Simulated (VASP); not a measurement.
Write the native input for VASP 6.6.1 that does the following.

```yaml
Task: single point
Functional: PBEsol
Potentials_or_basis: VASP PAW PBE potentials, release 64 (Sr_sv)
Cutoff: 520 eV
k_mesh: 12 × 12 × 8
Occupations: gaussian, width 0.1 eV
Spin: no spin polarisation
Dipole_correction: no
Further_INCAR_settings: ALGO = Fast; EDIFF = 1e-06; NBANDS = 17
```

The structure of Sr lies in POSCAR:

```
Sr
1.0
    4.2784280785      0.0000000000      0.0000000000
   -2.1392140392      3.7052274042      0.0000000000
    0.0000000000      0.0000000000      7.0160957687
Sr
2
Direct
    0.3333333333      0.6666666667      0.2500000000
    0.6666666667      0.3333333333      0.7500000000
```

This isn't the form of Sr at room conditions, which is fcc.

This cell differs from its parent crystal: equal strain along all axes, cell held: +2.0 %.

The input as run:

INCAR

```
ALGO     = Fast           # electronic algorithm
EDIFF    = 1E-6           # SCF threshold, eV
ENCUT    = 520            # plane-wave cutoff, eV
GGA      = PS             # functional
ISIF     = 2              # what is computed and relaxed
ISMEAR   = 0              # smearing method
LASPH    = True           # aspherical terms in the spheres
LCHARG   = False          # write CHGCAR
LREAL    = False          # projectors in reciprocal space
LWAVE    = False          # write WAVECAR
NBANDS   = 17             # bands
NELM     = 80             # most SCF steps
PREC     = Accurate       # precision mode
SIGMA    = 0.1            # smearing width, eV
```

KPOINTS

```
k-points
0
Gamma
  12 12 8
```

Potentials or basis: VASP PAW PBE potentials, release 64 (Sr_sv).

Command:

```bash
$ cat potpaw_PBE.64/Sr_sv/POTCAR > POTCAR
$ mpirun -np 1 vasp_std > vasp.out
```

Results of the run:

| Quantity | Value |
| --- | --- |
| Pressure | -0.6 GPa |
| Band gap on the k mesh | zero (bands 10 and 11 overlap by 0.28 eV) |

Caveat: the cell differs from its parent crystal (equal strain along all axes, cell held: +2.0 %); the PAW data sets were made with another functional, which shifts forces and pressure a little.

It took 3.5 min on 1 thread of Intel Xeon 8259CL (shared host), peak memory 0.33 GiB.
